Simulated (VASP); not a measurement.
# Mg (a cell with a defect) in VASP: single point with PBE

Aim: the single point of Mg (a cell with a defect) with PBE.

Program: VASP 6.6.1. These are calculated values, not measurements. Logs are shortened: lines on timing, memory, paths and dates and some standing lists are left out, and cuts for length are marked.

## 1. The cell of the first run

The cell holds a defect, 23 atoms: a = 8.768 Å, b = 8.768 Å, c = 8.768 Å, α = 80.41°, β = 70.53°, γ = 60.00°.

## 2. Single point, PBE

INCAR

```
SYSTEM = Mg
PREC = Accurate
ENCUT = 520
EDIFF = 1E-7
ISMEAR = 0
SIGMA = 0.1
LREAL = Auto
LASPH = .True.
NELM = 100
ALGO = Normal
ISIF = 2
LWAVE = .False.
LCHARG = .False.
GGA = PE
NBANDS = 40
```

KPOINTS

```
regular mesh
0
Gamma
  4 4 4
  0 0 0
```

POSCAR

```
Mg
1.0
    3.5797091923      7.1594183846      3.5797091923
    7.1594183846      3.5797091923     -3.5797091923
   -3.5797091923      7.1594183846     -3.5797091923
Mg
23
Direct
    0.1179373735      0.0000000000      0.6111592821
    0.1036582108      0.3230645111      0.7520078044
    0.0426628697      0.6776666864      0.8791619182
    0.2597952655      0.0000000000      0.2304152253
    0.2132700709      0.3227528470      0.3768279566
    0.1660471474      0.6651403430      0.4953803241
    0.3360575358      0.3038746841     -0.0048992108
    0.2867343253      0.6504846832      0.1228958768
    0.0921789264      0.0000000000      0.9651422963
    0.4941707985      0.0000000000      0.5353009552
    0.4577513829      0.3508026116      0.6273907682
    0.4267227451      0.6769355283      0.7520077345
    0.6485883700      0.0000000000      0.1327095930
    0.5731510503      0.3446110472      0.2571775249
    0.5360230111      0.6772471924      0.3768279566
    0.6399322897      0.6961252622     -0.0048991410
    0.7288150684      0.9999999463      0.7515521109
    0.7203295561      0.3223332599      0.8791619182
    0.8802012717      1.0000000394      0.3555845410
    0.8311874904      0.3348596033      0.4953803241
    0.8085540178      0.6491974278      0.6273906983
    0.9372190085      0.3495152631      0.1228958768
    0.9177620975      0.6553888991      0.2571775249
```

Potentials or basis: VASP PAW PBE potentials, release 64 (Mg).

Command:

```bash
$ cat potpaw_PBE.64/Mg/POTCAR > POTCAR
$ mpirun -np 1 vasp_std > vasp.out
```

OUTCAR:

```text
SYSTEM = Mg
   PREC = Accurate
   ENCUT = 520
   EDIFF = 1E-7
   ISMEAR = 0
   LREAL = Auto
   LASPH = .True.
   NELM = 100
   ISIF = 2
   GGA = PE

 ion  position               nearest neighbor table
   1  0.118  0.000  0.611-   9 3.04  20 3.05   6 3.05  10 3.14   4 3.15  12 3.21   2 3.21  17 3.22
                             5 3.49  15 3.49  19 3.53  18 3.54   3 3.54
   2  0.104  0.323  0.752-  11 3.05  22 3.08  21 3.08   5 3.10   9 3.15  18 3.17   1 3.21   3 3.21
                            10 3.33   7 3.34   6 3.60
   3  0.043  0.678  0.879-  23 3.13  17 3.17  12 3.17   6 3.18   2 3.21   7 3.26  16 3.26   9 3.30
                             8 3.40  13 3.48   1 3.54  11 3.56  21 3.59  22 3.60
   4  0.260  0.000  0.230-   5 3.09  15 3.09  19 3.14   9 3.14   1 3.15  13 3.23  22 3.23   8 3.23
                             7 3.29  16 3.29
   5  0.213  0.323  0.377-  14 3.07   4 3.09  23 3.09   2 3.10  20 3.11   6 3.13   7 3.16  10 3.16
                             1 3.49  21 3.51   8 3.52  13 3.60  11 3.65
   6  0.166  0.665  0.495-  21 3.03   1 3.05  11 3.06   8 3.08  15 3.11   5 3.13  19 3.15   3 3.18
                            14 3.46  23 3.52   2 3.60
   7  0.336  0.304  0.995-  11 3.07  22 3.13  13 3.15   5 3.16   8 3.19   3 3.26  18 3.26   4 3.29
                             2 3.34  17 3.37
   8  0.287  0.650  0.123-  14 3.01   9 3.02  23 3.03   6 3.08  12 3.08  16 3.13   7 3.19   4 3.23
                             3 3.40   5 3.52  19 3.55  18 3.60
   9  0.092  0.000  0.965-  22 3.02   8 3.02   1 3.04   4 3.14   2 3.15  12 3.15  18 3.30   3 3.30
                            19 3.31
  10  0.494  0.000  0.535-   1 3.14  21 3.14  11 3.14  15 3.16   5 3.16  19 3.22  17 3.23  13 3.33
                            12 3.33   2 3.33
  11  0.458  0.351  0.627-  20 3.03   2 3.05   6 3.06  14 3.06   7 3.07  12 3.08  17 3.10  10 3.14
                            15 3.51   3 3.56  18 3.59   5 3.65
  12  0.427  0.677  0.752-  21 3.05   8 3.08  11 3.08  15 3.10   9 3.15   3 3.17   1 3.21  18 3.21
                            10 3.33  16 3.34  20 3.60
  13  0.649  0.000  0.133-  14 3.06  23 3.06  16 3.15   7 3.15  17 3.18   4 3.23  19 3.25  10 3.33
                            18 3.48   3 3.48  15 3.60   5 3.60
  14  0.573  0.345  0.257-   8 3.01  22 3.03  11 3.06  13 3.06   5 3.07  15 3.09  19 3.11  18 3.13
                             6 3.46  20 3.52
  15  0.536  0.677  0.377-  23 3.07   4 3.09  14 3.09  12 3.10   6 3.11  20 3.13  16 3.16  10 3.16
                             1 3.49  11 3.51  22 3.52  13 3.60  21 3.65
  16  0.640  0.696  0.995-  21 3.07   8 3.13  13 3.15  15 3.16  22 3.19  18 3.26   3 3.26   4 3.29
                            12 3.34  17 3.37
  17  0.729  1.000  0.752-  21 3.10  11 3.10   3 3.17  18 3.17  13 3.18   1 3.22  10 3.23  19 3.28
                            16 3.37   7 3.37
  18  0.720  0.322  0.879-  14 3.13  17 3.17   2 3.17  20 3.18  12 3.21  16 3.26   7 3.26   9 3.30
                            22 3.40  13 3.48   1 3.54  21 3.56  11 3.59   8 3.60
  19  0.880  0.000  0.356-  14 3.11  23 3.11   4 3.14  20 3.15   6 3.15  10 3.22  13 3.25  17 3.28
                             9 3.31   1 3.53  22 3.55   8 3.55
  20  0.831  0.335  0.495-  11 3.03   1 3.05  21 3.06  22 3.08   5 3.11  15 3.13  19 3.15  18 3.18
                            23 3.46  14 3.52  12 3.60
  21  0.809  0.649  0.627-   6 3.03  12 3.05  20 3.06  23 3.06  16 3.07   2 3.08  17 3.10  10 3.14
                             5 3.51  18 3.56   3 3.59  15 3.65
  22  0.937  0.350  0.123-  23 3.01   9 3.02  14 3.03  20 3.08   2 3.08   7 3.13  16 3.19   4 3.23
                            18 3.40  15 3.52  19 3.55   3 3.60
  23  0.918  0.655  0.257-  22 3.01   8 3.03  21 3.06  13 3.06  15 3.07   5 3.09  19 3.11   3 3.13
                            20 3.46   6 3.52

  LATTYP: Found a base centered monoclinic cell.
 ALAT       =     8.7684609487
 B/A-ratio  =     1.7320508076
 C/A-ratio  =     1.0000000000
 COS(beta)  =    -0.3333333333

  Lattice vectors:

 A1 = (   3.5797091923,  -3.5797091923,  -7.1594183846)
 A2 = (  -7.1594183846,  -3.5797091923,   3.5797091923)
 A3 = (  -3.5797091923,   7.1594183846,  -3.5797091923)

Analysis of symmetry for initial positions (statically):
=====================================================================
 Subroutine PRICEL returns:
 Original cell was already a primitive cell.

 Routine SETGRP: Setting up the symmetry group for a
 base centered monoclinic supercell.

 Subroutine GETGRP returns: Found  2 space group operations
 (whereof  2 operations were pure point group operations)
 out of a pool of  4 trial point group operations.

The static configuration has the point symmetry C_1h.

Analysis of symmetry for dynamics (positions and initial velocities):
=====================================================================
 Subroutine PRICEL returns:
 Original cell was already a primitive cell.

 Routine SETGRP: Setting up the symmetry group for a
 base centered monoclinic supercell.

[... 88 lines left out ...]
    -0.017459519  0.017459519 -0.017459519     0.000000000  0.000000000  0.250000000

  Length of vectors
     0.034430635  0.032921984  0.030240774

  Shift w.r.t. Gamma in fractional coordinates (k-lattice)
     0.000000000  0.000000000  0.000000000

 Subroutine IBZKPT returns following result:
 ===========================================

 Found     24 irreducible k-points:

 Following reciprocal coordinates:
            Coordinates               Weight
  0.000000  0.000000  0.000000      1.000000
  0.250000 -0.000000 -0.000000      4.000000
  0.500000 -0.000000 -0.000000      2.000000
  0.000000  0.250000  0.000000      2.000000
  0.500000  0.250000 -0.000000      2.000000
 -0.250000  0.250000  0.000000      4.000000
[... 16 lines left out ...]
 -0.250000  0.250000  0.500000      4.000000
  0.000000  0.500000  0.500000      1.000000
   k-points           NKPTS =     24   k-points in BZ     NKDIM =     24   number of bands    NBANDS=     40
   number of dos      NEDOS =    301   number of ions     NIONS =     23
   total plane-waves  NPLWV = 343000
   dimension x,y,z NGX =    70 NGY =   70 NGZ =   70
   dimension x,y,z NGXF=   140 NGYF=  140 NGZF=  140
   ions per type =              23
   NGX,Y,Z   is equivalent  to a cutoff of  13.27, 13.27, 13.27 a.u.
   NGXF,Y,Z  is equivalent  to a cutoff of  26.54, 26.54, 26.54 a.u.
 SYSTEM =  Mg
   PREC   = accura    normal or accurate (medium, high low for compatibility)
   ISTART =      0    job   : 0-new  1-cont  2-samecut
   ICHARG =      2    charge: 1-file 2-atom 10-const
   ISPIN  =      1    spin polarized calculation?
   LNONCOLLINEAR =      F non collinear calculations
   LSORBIT =      F    spin-orbit coupling
   LASPH  =      T    aspherical Exc in radial PAW
   ENCUT  =  520.0 eV  38.22 Ry    6.18 a.u.  16.30 16.30 16.30*2*pi/ulx,y,z
   NELM   =    100;   NELMIN=  2; NELMDL= -5     # of ELM steps
   EDIFF  = 0.1E-06   stopping-criterion for ELM
   LREAL  =      T    real-space projection
   EDIFFG = 0.1E-05   stopping-criterion for IOM
   NSW    =      0    number of steps for IOM
   IBRION =     -1    ionic relax: 0-MD 1-quasi-New 2-CG
   NFREE  =      0    steps in history (QN), initial steepest desc. (CG)
   ISIF   =      2    stress and relaxation
   ISYM   =      2    0-nonsym 1-usesym 2-fastsym
   POTIM  = 0.5000    time-step for ionic-motion
   TEBEG  =    0.0;   TEEND  =   0.0 temperature during run
   PSTRESS=    0.0 pullay stress
   NELECT =      46.0000    total number of electrons
   NUPDOWN=      -1.0000    fix difference up-down
   EMIN   =  10.00;   EMAX   =-10.00  energy-range for DOS
   EFERMI =   0.00;   METHOD = LEGACY
   ISMEAR =     0;   SIGMA  =   0.10  broadening in eV -4-tet -1-fermi 0-gaus
   EFERMI_NEDOS =   21; number of points for ismear=-14 and -15
   IALGO  =     38    algorithm
   IMIX   =      4    mixing-type and parameters
     AMIX     =   0.40;   BMIX     =  1.00
     AMIX_MAG =   1.60;   BMIX_MAG =  1.00
  volume/ion in A,a.u.               =      23.93       161.51
  Fermi-wavevector in a.u.,A,eV,Ry     =   0.715736  1.352544  6.969958  0.512277
  Thomas-Fermi vector in A             =   1.803974
   LORBIT       =      0    0 simple, 1 ext, 2 COOP (PROOUT), +10 PAW based schemes
   GGA     = PE    functional components
   LHFCALC =     F    Hartree Fock is set to
   AEXX    =    0.0000 exact exchange contribution
   IVDW    =     0    specifies the selected vdW correction
   LEPSILON=     F    determine dielectric tensor
   LRPA    =     F    only Hartree local field effects (RPA)
 non-spin polarized calculation
 Gauss-broadening in eV      SIGMA  =   0.10
  energy-cutoff  :      520.00
  volume of cell :      550.46
 maximum number of plane-waves:     14878
 NGX is ok and might be reduce to    70
   NGX = 33   NGY = 33   NGZ = 33

 number of electron      46.0000000 magnetization

 Free energy of the ion-electron system (eV)
  ---------------------------------------------------
  ext. energy  EPLUGINS =         0.00000000
  ---------------------------------------------------
  free energy    TOTEN  =       -33.51957358 eV

  energy without entropy =      -33.47607039  energy(sigma->0) =      -33.49782198

 E-fermi :   2.3995     XC(G=0):  -8.3513

 val. band max:        2.3728743175   @ k =  -0.2500   0.2500   0.5000
 cond. band min:       2.4145146304   @ k =   0.0000   0.0000   0.0000
 fundamental gap:      0.0416403130
 Fermi energy:         2.3995175461

 k-point     1 :       0.0000    0.0000    0.0000
  band No.  band energies     occupation
      1      -4.3674      2.00000
      2      -2.2160      2.00000
      3      -2.1430      2.00000
      4      -1.8282      2.00000
      5      -1.7519      2.00000
      6      -1.6565      2.00000
[... 901 lines left out ...]
     34       4.0739      0.00000
     35       4.6709      0.00000
 [bands above 35 left out]

------------------------ aborting loop because EDIFF is reached ----------------------------------------

  FORCE on cell =-STRESS in cart. coord.  units (eV):
  Direction    XX          YY          ZZ          XY          YZ          ZX
  --------------------------------------------------------------------------------------
  -------------------------------------------------------------------------------------
  Total       -3.1462457     -1.8728351     -3.1462457     -0.6168125     -0.6168125      0.2820867
  in kB       -9.1575381     -5.4511186     -9.1575381     -1.7953091     -1.7953092      0.8210483
  external PRESSURE =      -7.9220650 kB  Pullay stress =       0.0000000 kB

 VOLUME and BASIS-vectors are now :
 -----------------------------------------------------------------------------
  energy-cutoff  :      520.00
  volume of cell :      550.46
      direct lattice vectors                 reciprocal lattice vectors
     3.579709192  7.159418385  3.579709192     0.023279358  0.069838075  0.116396792
     7.159418385  3.579709192 -3.579709192     0.093117434  0.000000000 -0.093117434
    -3.579709192  7.159418385 -3.579709192    -0.069838075  0.069838075 -0.069838075

 POSITION                                       TOTAL-FORCE (eV/Angst)
 -----------------------------------------------------------------------------------
     -1.76559      5.21991     -1.76559         0.003358     -0.009543      0.003358
     -0.00795      7.28255     -3.47738        -0.028126      0.002073      0.030284
      1.85728      9.02558     -5.42027        -0.014522     -0.005267      0.012509
      0.10517      3.50962      0.10517         0.037637     -0.040099      0.037637
      1.72523      5.38012     -1.74085         0.002836      0.001442      0.003414
      3.58310      7.11644     -3.55993        -0.002284     -0.001320      0.008593
[... 15 lines left out ...]
      5.41737      8.84097      1.66388         0.016838      0.015703     -0.000867
      7.05690     10.75799      0.01860         0.007538      0.027510     -0.018357
 -----------------------------------------------------------------------------------
    total drift:                               -0.000464      0.002246     -0.000452

  FREE ENERGIE OF THE ION-ELECTRON SYSTEM (eV)
  ---------------------------------------------------
  free  energy   TOTEN  =       -33.5195735797 eV

  energy  without entropy=      -33.4760703899  energy(sigma->0) =      -33.49782198
```

Run time: 10 min. Hardware: 1 thread of Intel Xeon Platinum 8488C (Sapphire Rapids), shared host; peak memory 0.81 GiB.

Results:

```yaml
Free_energy: -33.5196 eV
Pressure: -0.8 GPa
Largest_force: 0.202 eV/Å
Band_gap_on_the_k_mesh: zero (bands 23 and 24 overlap by 1.27 eV)
```

Forces in eV/Å, atoms in the order of the input:
```
Mg   0.003 -0.010  0.003
Mg  -0.028  0.002  0.030
Mg  -0.015 -0.005  0.013
Mg   0.038 -0.040  0.038
Mg   0.003  0.001  0.003
Mg  -0.002 -0.001  0.009
Mg  -0.007  0.002  0.018
Mg  -0.001  0.016  0.017
Mg  -0.116 -0.119 -0.116
Mg   0.010  0.008  0.010
Mg   0.008  0.004  0.006
Mg   0.030  0.002 -0.028
Mg   0.027  0.010  0.027
Mg  -0.018  0.028  0.008
Mg   0.003  0.001  0.003
Mg   0.018  0.002 -0.007
Mg   0.004  0.017  0.004
Mg   0.013 -0.005 -0.015
Mg  -0.009  0.042 -0.009
Mg   0.009 -0.001 -0.002
Mg   0.006  0.004  0.008
Mg   0.017  0.016 -0.001
Mg   0.008  0.028 -0.018
```

Stress tensor (GPa, compression positive):
```
-0.92 -0.18  0.08
-0.18 -0.55 -0.18
 0.08 -0.18 -0.92
```

Levels at points of the mesh, in eV from the Fermi level:
| k point | band 19 | band 20 | band 21 | band 22 | band 23 | band 24 | band 25 | band 26 | band 27 | band 28 |
| --- | --- | --- | --- | --- | --- | --- | --- | --- | --- | --- |
| (0.00, 0.00, 0.00) | -0.54 | -0.18 | 0.01 | 0.64 | 0.67 | 0.79 | 0.79 | 1.36 | 1.36 | 1.38 |
| (0.50, 0.00, 0.00) | -0.90 | -0.87 | -0.83 | -0.60 | -0.28 | -0.08 | 0.44 | 0.62 | 1.02 | 1.06 |
| (0.00, 0.50, 0.00) | -1.26 | -1.24 | -0.76 | -0.59 | 0.66 | 0.67 | 0.74 | 0.76 | 1.05 | 1.26 |
| (0.00, 0.00, 0.50) | -1.20 | -1.15 | 0.49 | 0.50 | 0.54 | 0.57 | 0.62 | 0.64 | 0.68 | 0.78 |
| (0.50, 0.00, 0.50) | -0.79 | -0.66 | -0.49 | -0.43 | -0.30 | -0.16 | 0.12 | 0.20 | 0.63 | 0.70 |
| (0.00, 0.50, 0.50) | -0.98 | -0.89 | -0.82 | -0.74 | -0.70 | -0.60 | -0.28 | -0.07 | 0.56 | 0.61 |

The gap in the log of VASP goes by the Fermi energy; the results here count the filled bands.